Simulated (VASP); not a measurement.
AlFe: single point with r2SCAN

The system is AlFe.

```
CELL_PARAMETERS angstrom
0.00000 3.07785 3.07785
0.00000 -3.07785 3.07785
2.71760 0.00000 0.00000
ATOMIC_POSITIONS crystal
Al 0.00000 0.00000 0.00000
Al 0.50000 0.50000 0.00000
Fe 0.50000 0.00000 0.50000
Fe 0.00000 0.50000 0.50000
```

```
Program             : VASP 6.6.1
Task                : single point
Functional          : r2SCAN
Potentials or basis : VASP PAW PBE potentials, release 64 (Al, Fe)
Cutoff              : 660 eV
k mesh              : 12 × 12 × 16
Occupations         : gaussian, width 0.05 eV
Spin                : collinear spin, antiferromagnetic start
Starting moments    : [0.0, 0.0, 2.49, -2.49] μB
```

| Item | Value |
| --- | --- |
| Pressure | -2.5 GPa |
| Band gap on the k mesh | zero (filled and empty bands overlap) |
| Net moment | 0.00 μB per cell |
| Site moments | Al +0.00; Fe +2.31, -2.31 μB |
| Valence electrons inside the program's atomic spheres | Al 0.83; Fe 7.23 |

Stress tensor (GPa, compression positive):
```
-2.32  0.00  0.00
 0.00 -2.66  0.00
 0.00  0.00 -2.66
```

Levels at points of the mesh, in eV from the Fermi level:
Spin up:
| k point | band 9 | band 10 | band 11 | band 12 | band 13 | band 14 |
| --- | --- | --- | --- | --- | --- | --- |
| (0.00, 0.00, 0.00) | -2.37 | -1.25 | 0.66 | 1.09 | 1.09 | 1.85 |
| (0.50, 0.00, 0.00) | -2.36 | -1.19 | 0.21 | 1.01 | 1.08 | 1.90 |
| (0.50, 0.50, 0.00) | -2.40 | -1.34 | -0.40 | 1.07 | 1.07 | 1.82 |
| (0.00, 0.00, 0.50) | -0.86 | -0.76 | 1.22 | 1.97 | 2.25 | 2.25 |
| (0.50, 0.00, 0.50) | -1.66 | -0.85 | -0.25 | 0.28 | 0.62 | 2.13 |
| (0.50, 0.50, 0.50) | -1.84 | -1.72 | -1.72 | -0.78 | 0.10 | 0.22 |
Spin down:
| k point | band 8 | band 9 | band 10 | band 11 | band 12 | band 13 | band 14 | band 15 |
| --- | --- | --- | --- | --- | --- | --- | --- | --- |
| (0.00, 0.00, 0.00) | -2.37 | -2.37 | -1.25 | 0.66 | 1.09 | 1.09 | 1.85 | 2.81 |
| (0.50, 0.00, 0.00) | -2.39 | -2.36 | -1.19 | 0.21 | 1.01 | 1.08 | 1.90 | 2.75 |
| (0.50, 0.50, 0.00) | -2.40 | -2.40 | -1.34 | -0.40 | 1.07 | 1.07 | 1.82 | 7.89 |
| (0.00, 0.00, 0.50) | -1.56 | -0.86 | -0.76 | 1.22 | 1.97 | 2.25 | 2.25 | 2.62 |
| (0.50, 0.00, 0.50) | -2.01 | -1.66 | -0.85 | -0.25 | 0.28 | 0.62 | 2.13 | 5.37 |
| (0.50, 0.50, 0.50) | -2.46 | -1.84 | -1.72 | -1.72 | -0.78 | 0.10 | 0.22 | 3.53 |

Run time: 4.8 min on 4 MPI ranks on Intel(R) Xeon(R) Platinum 8488C (Sapphire Rapids), with other jobs on the host, peak memory 0.67 GiB a rank.

Caveat: the PAW data sets were made with another functional, which shifts forces and pressure a little.
